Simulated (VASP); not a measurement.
# WS2 in VASP: single point with PBEsol

Aim: the single point of WS2 with PBEsol.

Everything below comes from runs of VASP 6.6.1. Logs are shortened: lines on timing, memory, paths and dates and some standing lists are left out, and cuts for length are marked.

## 1. The cell of the first run

The cell holds a slab with vacuum, 3 atoms: a = 3.184 Å, b = 3.184 Å, c = 16.951 Å, α = 89.07°, β = 90.00°, γ = 120.00°.

## 2. Single point, PBEsol (strain +0.0187 x Voigt [0, 0, 0, 1, 0, 0])

The input, INCAR:

```
SYSTEM = WS2
PREC = Accurate
ENCUT = 520
EDIFF = 1E-6
ISMEAR = 0
SIGMA = 0.05
LREAL = .FALSE.
LASPH = .TRUE.
NELM = 80
ALGO = Normal
ISIF = 2
LWAVE = .FALSE.
LCHARG = .FALSE.
GGA = PS
NBANDS = 20
```

The input, KPOINTS:

```
regular mesh
0
G
  12 12 2
  0 0 0
```

The input, POSCAR:

```
WS2
1.0
    3.1835163552      0.0000000000      0.0000000000
   -1.5917581776      2.7570060369      0.0257780064
    0.0000000000      0.1584879033     16.9505778900
W S
1 2
Direct
    0.3333333333      0.6666666667      0.0000000000
    0.6666666667      0.3333333333      0.9079994900
    0.6666666667      0.3333333333      0.0920005100
```

Potentials or basis: VASP PAW PBE potentials, release 64 (W_sv, S).

Command:

```bash
$ cat potpaw_PBE.64/W_sv/POTCAR potpaw_PBE.64/S/POTCAR > POTCAR
$ mpirun -np 1 vasp_std > vasp.out
```

OUTCAR:

```text
SYSTEM = WS2
   PREC = Accurate
   ENCUT = 520
   EDIFF = 1E-6
   ISMEAR = 0
   LREAL = .FALSE.
   LASPH = .TRUE.
   NELM = 80
   ISIF = 2
   GGA = PS

 ion  position               nearest neighbor table
   1  0.333  0.667  0.000-   2 2.39   3 2.40   3 2.40   2 2.42   2 2.42   3 2.43
   2  0.667  0.333  0.908-   1 2.39   1 2.42   1 2.42
   3  0.667  0.333  0.092-   1 2.40   1 2.40   1 2.43

  LATTYP: Found a base centered monoclinic cell.
 ALAT       =     5.5142530929
 B/A-ratio  =     0.5773250342
 C/A-ratio  =     3.0740915441
 COS(beta)  =    -0.0186983653

  Lattice vectors:

 A1 = (  -1.5917581776,  -2.7570060369,  -0.0257780064)
 A2 = (   1.5917581776,  -2.7570060369,  -0.0257780064)
 A3 = (   0.0000000000,   0.1584879033,  16.9505778900)

Analysis of symmetry for initial positions (statically):
=====================================================================
 Subroutine PRICEL returns:
 Original cell was already a primitive cell.

 Routine SETGRP: Setting up the symmetry group for a
 base centered monoclinic supercell.

 Subroutine GETGRP returns: Found  2 space group operations
 (whereof  2 operations were pure point group operations)
 out of a pool of  4 trial point group operations.

The static configuration has the point symmetry C_1h.

Analysis of symmetry for dynamics (positions and initial velocities):
=====================================================================
 Subroutine PRICEL returns:
 Original cell was already a primitive cell.

 Routine SETGRP: Setting up the symmetry group for a
 base centered monoclinic supercell.

 Subroutine GETGRP returns: Found  2 space group operations
 (whereof  2 operations were pure point group operations)
 out of a pool of  4 trial point group operations.

The dynamic configuration has the point symmetry C_1h.

 Subroutine INISYM returns: Found  2 space group operations
 (whereof  2 operations are pure point group operations),
 and found     1 'primitive' translations

----------------------------------------------------------------------------------------

                                     Primitive cell

  volume of cell :     148.7618

  direct lattice vectors                    reciprocal lattice vectors
     3.183516355  0.000000000  0.000000000     0.314118066  0.181372006 -0.001695828
    -1.591758178  2.757006037  0.025778006     0.000000000  0.362744012 -0.003391657
     0.000000000  0.158487903 16.950577890     0.000000000 -0.000551652  0.059000197

  length of vectors
     3.183516355  3.183620720 16.951318805     0.362724192  0.362759867  0.059002776

  position of ions in fractional coordinates (direct lattice)
     0.333333333  0.666666667  0.000000000
     0.666666667  0.333333333  0.907999490
     0.666666667  0.333333333  0.092000510

  ion indices of the primitive-cell ions
   primitive index   ion index
                 1           1
                 2           2
                 3           3

----------------------------------------------------------------------------------------

 KPOINTS: regular mesh

Automatic generation of k-mesh.
 Grid dimensions read from file:
 generate k-points for:   12   12    2

 Generating k-lattice:

  Cartesian coordinates                     Fractional coordinates (reciprocal lattice)
     0.026176505  0.015114334 -0.000141319     0.083333333 -0.000000000  0.000000000
     0.000000000  0.030228668 -0.000282638     0.000000000  0.083333333  0.000000000
     0.000000000 -0.000275826  0.029500098     0.000000000  0.000000000  0.500000000

  Length of vectors
     0.030227016  0.030229989  0.029501388

  Shift w.r.t. Gamma in fractional coordinates (k-lattice)
     0.000000000  0.000000000  0.000000000

 Subroutine IBZKPT returns following result:
 ===========================================

 Found     86 irreducible k-points:

 Following reciprocal coordinates:
            Coordinates               Weight
  0.000000  0.000000  0.000000      1.000000
  0.083333  0.000000  0.000000      4.000000
  0.166667  0.000000  0.000000      4.000000
  0.250000  0.000000  0.000000      4.000000
  0.333333  0.000000  0.000000      4.000000
  0.416667  0.000000  0.000000      4.000000
[... 16 lines left out ...]
  0.333333  0.166667  0.000000      4.000000
  0.416667  0.166667 -0.000000      4.000000
 [... further k-points ...]
   k-points           NKPTS =     86   k-points in BZ     NKDIM =     86   number of bands    NBANDS=     20
   number of dos      NEDOS =    301   number of ions     NIONS =      3
   total plane-waves  NPLWV =  72576
   dimension x,y,z NGX =    24 NGY =   24 NGZ =  126
   dimension x,y,z NGXF=    48 NGYF=   48 NGZF=  252
   ions per type =               1   2
   NGX,Y,Z   is equivalent  to a cutoff of  12.53, 12.53, 12.36 a.u.
   NGXF,Y,Z  is equivalent  to a cutoff of  25.07, 25.07, 24.71 a.u.
 SYSTEM =  WS2
   PREC   = accura    normal or accurate (medium, high low for compatibility)
   ISTART =      0    job   : 0-new  1-cont  2-samecut
   ICHARG =      2    charge: 1-file 2-atom 10-const
   ISPIN  =      1    spin polarized calculation?
   LNONCOLLINEAR =      F non collinear calculations
   LSORBIT =      F    spin-orbit coupling
   LASPH  =      T    aspherical Exc in radial PAW
   ENCUT  =  520.0 eV  38.22 Ry    6.18 a.u.   5.92  5.92 31.52*2*pi/ulx,y,z
   NELM   =     80;   NELMIN=  2; NELMDL= -5     # of ELM steps
   EDIFF  = 0.1E-05   stopping-criterion for ELM
   LREAL  =      F    real-space projection
   EDIFFG = 0.1E-04   stopping-criterion for IOM
   NSW    =      0    number of steps for IOM
   IBRION =     -1    ionic relax: 0-MD 1-quasi-New 2-CG
   NFREE  =      0    steps in history (QN), initial steepest desc. (CG)
   ISIF   =      2    stress and relaxation
   ISYM   =      2    0-nonsym 1-usesym 2-fastsym
   POTIM  = 0.5000    time-step for ionic-motion
   TEBEG  =    0.0;   TEEND  =   0.0 temperature during run
   PSTRESS=    0.0 pullay stress
   NELECT =      26.0000    total number of electrons
   NUPDOWN=      -1.0000    fix difference up-down
   EMIN   =  10.00;   EMAX   =-10.00  energy-range for DOS
   EFERMI =   0.00;   METHOD = LEGACY
   ISMEAR =     0;   SIGMA  =   0.05  broadening in eV -4-tet -1-fermi 0-gaus
   EFERMI_NEDOS =   21; number of points for ismear=-14 and -15
   IALGO  =     38    algorithm
   IMIX   =      4    mixing-type and parameters
     AMIX     =   0.40;   BMIX     =  1.00
     AMIX_MAG =   1.60;   BMIX_MAG =  1.00
  volume/ion in A,a.u.               =      49.59       334.63
  Fermi-wavevector in a.u.,A,eV,Ry     =   0.915311  1.729688 11.398890  0.837795
  Thomas-Fermi vector in A             =   2.040038
   LORBIT       =      0    0 simple, 1 ext, 2 COOP (PROOUT), +10 PAW based schemes
   GGA     = PS    functional components
   LHFCALC =     F    Hartree Fock is set to
   AEXX    =    0.0000 exact exchange contribution
   IVDW    =     0    specifies the selected vdW correction
   LEPSILON=     F    determine dielectric tensor
   LRPA    =     F    only Hartree local field effects (RPA)
 non-spin polarized calculation
 Gauss-broadening in eV      SIGMA  =   0.05
  energy-cutoff  :      520.00
  volume of cell :      148.76
 maximum number of plane-waves:      4042
   NGX = 11   NGY = 11   NGZ = 63

 number of electron      25.9999999 magnetization

 Free energy of the ion-electron system (eV)
  ---------------------------------------------------
  ext. energy  EPLUGINS =         0.00000000
  ---------------------------------------------------
  free energy    TOTEN  =       -25.22693704 eV

  energy without entropy =      -25.22693704  energy(sigma->0) =      -25.22693704

 E-fermi :  -0.8537     XC(G=0):  -4.5515

 val. band max:       -1.2767945590   @ k =   0.0000   0.0000   0.5000
 cond. band min:       0.5054976375   @ k =   0.3333   0.3333   0.0000
 fundamental gap:      1.7822921965
 Fermi energy:        -0.8537367809

 k-point     1 :       0.0000    0.0000    0.0000
  band No.  band energies     occupation
      1     -75.2323      2.00000
      2     -39.4785      2.00000
      3     -39.3261      2.00000
      4     -39.3258      2.00000
      5     -16.0324      2.00000
      6     -14.3479      2.00000
[... 12 lines left out ...]
     19       4.3088      0.00000
     20       4.3266      0.00000

 k-point     2 :       0.0833    0.0000    0.0000
  band No.  band energies     occupation
      1     -75.2312      2.00000
      2     -39.4743      2.00000
      3     -39.3488      2.00000
      4     -39.3313      2.00000
      5     -15.9168      2.00000
      6     -14.3064      2.00000
[... 12 lines left out ...]
     19       4.4630      0.00000
     20       4.6572      0.00000

 k-point     3 :       0.1667    0.0000    0.0000
  band No.  band energies     occupation
      1     -75.2281      2.00000
      2     -39.4631      2.00000
      3     -39.4112      2.00000
      4     -39.3459      2.00000
      5     -15.5878      2.00000
      6     -14.1886      2.00000
[... 12 lines left out ...]
     19       4.8556      0.00000
     20       5.5547      0.00000

 k-point     4 :       0.2500    0.0000    0.0000
  band No.  band energies     occupation
      1     -75.2239      2.00000
      2     -39.4953      2.00000
      3     -39.4476      2.00000
      4     -39.3657      2.00000
      5     -15.0988      2.00000
      6     -14.0155      2.00000
[... 429 lines left out ...]
 k-point    23 :       0.3333    0.1667    0.0000
  band No.  band energies     occupation
      1     -75.2156      2.00000
      2     -39.6183      2.00000
      3     -39.4483      2.00000
      4     -39.4165      2.00000
      5     -13.9123      2.00000
      6     -13.5933      2.00000
[... 12 lines left out ...]
     19       6.9961      0.00000
     20       7.2435      0.00000

 k-point    24 :       0.4167    0.1667   -0.0000
  band No.  band energies     occupation
      1     -75.2146      2.00000
      2     -39.6328      2.00000
      3     -39.4574      2.00000
      4     -39.4129      2.00000
      5     -13.7452      2.00000
      6     -13.5359      2.00000
[... 12 lines left out ...]
     19       7.3606      0.00000
     20       7.9272      0.00000

 [... further k-points ...]

------------------------ aborting loop because EDIFF is reached ----------------------------------------

  FORCE on cell =-STRESS in cart. coord.  units (eV):
  Direction    XX          YY          ZZ          XY          YZ          ZX
  --------------------------------------------------------------------------------------
  -------------------------------------------------------------------------------------
  Total       -1.2586952     -1.2427454     -0.3238251      0.0000000     -0.9118106      0.0000000
  in kB      -13.5562577    -13.3844773     -3.4876246      0.0000000     -9.8202798      0.0000000
  external PRESSURE =     -10.1427865 kB  Pullay stress =       0.0000000 kB

 VOLUME and BASIS-vectors are now :
 -----------------------------------------------------------------------------
  energy-cutoff  :      520.00
  volume of cell :      148.76
      direct lattice vectors                 reciprocal lattice vectors
     3.183516355  0.000000000  0.000000000     0.314118066  0.181372006 -0.001695828
    -1.591758178  2.757006037  0.025778006     0.000000000  0.362744012 -0.003391657
     0.000000000  0.158487903 16.950577890     0.000000000 -0.000551652  0.059000197

 POSITION                                       TOTAL-FORCE (eV/Angst)
 -----------------------------------------------------------------------------------
     -0.00000      1.83800      0.01719         0.000000     -0.013600      0.000271
      1.59176      1.06291     15.39971        -0.000000      0.295600      0.091930
      1.59176      0.93358      1.56805         0.000000     -0.282000     -0.092200
 -----------------------------------------------------------------------------------
    total drift:                                0.000000     -0.000009     -0.000004

  FREE ENERGIE OF THE ION-ELECTRON SYSTEM (eV)
  ---------------------------------------------------
  free  energy   TOTEN  =       -25.2269370396 eV

  energy  without entropy=      -25.2269370396  energy(sigma->0) =      -25.22693704
```

It took 8.5 min on 1 thread of Intel Xeon 8259CL, shared host; peak memory 0.41 GiB.

What came out:

```yaml
Free_energy: -25.2269 eV
Largest_force: 0.310 eV/Å
Band_gap_on_the_k_mesh: 1.78 eV
```

Forces in eV/Å, atoms in the order of the input:
```
W    0.000 -0.014  0.000
S    0.000  0.296  0.092
S    0.000 -0.282 -0.092
```

Levels at points of the mesh, in eV from the valence-band top:
```
           k point  band 9  band 10  band 11  band 12  band 13  band 14  band 15  band 16  band 17  band 18
(0.00, 0.00, 0.00)   -2.89    -2.06    -1.64    -1.64     0.00     2.87     2.88     3.11     3.12     5.00
(0.50, 0.00, 0.00)   -4.44    -3.43    -2.09    -1.27    -0.92     2.84     3.30     4.06     4.76     5.09
(0.00, 0.50, 0.00)   -4.44    -3.44    -2.09    -1.27    -0.92     2.84     3.31     4.06     4.79     5.08
(0.00, 0.00, 0.50)   -2.89    -2.06    -1.64    -1.64     0.00     2.87     2.88     3.11     3.12     5.04
(0.50, 0.00, 0.50)   -4.44    -3.43    -2.09    -1.27    -0.92     2.84     3.30     4.06     4.76     5.10
(0.00, 0.50, 0.50)   -4.44    -3.44    -2.09    -1.27    -0.92     2.84     3.31     4.06     4.79     5.08
```

Caveat: the cell differs from its parent crystal (strain +0.0187 x Voigt [0, 0, 0, 1, 0, 0]); there is no dipole correction, which matters where the two faces differ; the PAW data sets were made with another functional, which shifts forces and pressure a little; spin-orbit coupling is left out, which moves the levels of the heavy elements.
